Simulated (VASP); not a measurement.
Wanted: the native input for a VASP 6.6.1 run.

* Task: relaxation of the atoms
* Functional: PBEsol
* Potentials or basis: VASP PAW PBE potentials, release 64 (Mg, O)
* Cutoff: 520 eV
* k mesh: 6 × 6 × 6
* Occupations: gaussian, width 0.02 eV
* Spin: no spin polarisation
* Dipole correction: no
* Further INCAR settings: ALGO = Normal; EDIFF = 1e-07; IBRION = 2; EDIFFG = -0.01; NSW = 50

The structure of MgO2 lies in POSCAR:

```
MgO2
1.0
    4.9357731058      0.0000000000      0.0000000000
    0.0000000000      4.9357731058      0.0000000000
    0.0000000000      0.0000000000      4.9357731058
Mg O
4 8
Direct
    0.0000000000      0.5000000000      0.5000000000
    0.5000000000      0.5000000000      0.0000000000
    0.5000000000      0.0000000000      0.5000000000
    0.0000000000      0.0000000000      0.0000000000
    0.4121770907      0.0878229093      0.9121770907
    0.0878229093      0.9121770907      0.4121770907
    0.9121770907      0.4121770907      0.0878229093
    0.5878229093      0.5878229093      0.5878229093
    0.4121770907      0.4121770907      0.4121770907
    0.0878229093      0.5878229093      0.9121770907
    0.9121770907      0.0878229093      0.5878229093
    0.5878229093      0.9121770907      0.0878229093
```

These files were run (other wordings do the same):

INCAR

```
SYSTEM = MgO2
  ALGO = Normal
  EDIFF = 1E-7
  EDIFFG = -0.01
  ENCUT = 520
  GGA = PS
  IBRION = 2
  ISIF = 2
  ISMEAR = 0
  LASPH = .True.
  LCHARG = .False.
  LREAL = .False.
  LWAVE = .False.
  NELM = 100
  NSW = 50
  PREC = Accurate
  SIGMA = 0.02
```

KPOINTS

```
k-points
0
Gamma
  6 6 6
  0 0 0
```

Potentials or basis: VASP PAW PBE potentials, release 64 (Mg, O).

Run with:

```console
$ cat potpaw_PBE.64/Mg/POTCAR potpaw_PBE.64/O/POTCAR > POTCAR
$ mpirun -np 1 vasp_std > vasp.out
```

It gave:

```
Energy gained by relaxing : 0.0 meV/atom
Ionic steps               : 3
Pressure after relaxing   : -7.4 GPa
Band gap on the k mesh    : 3.70 eV (least direct gap 3.80 eV)
```

Caveat: the PAW data sets were made with another functional, which shifts forces and pressure a little.

It took 4.1 min on 1 thread of Oxide Virtual Turin-like Processor (shared host), peak memory 0.25 GiB.
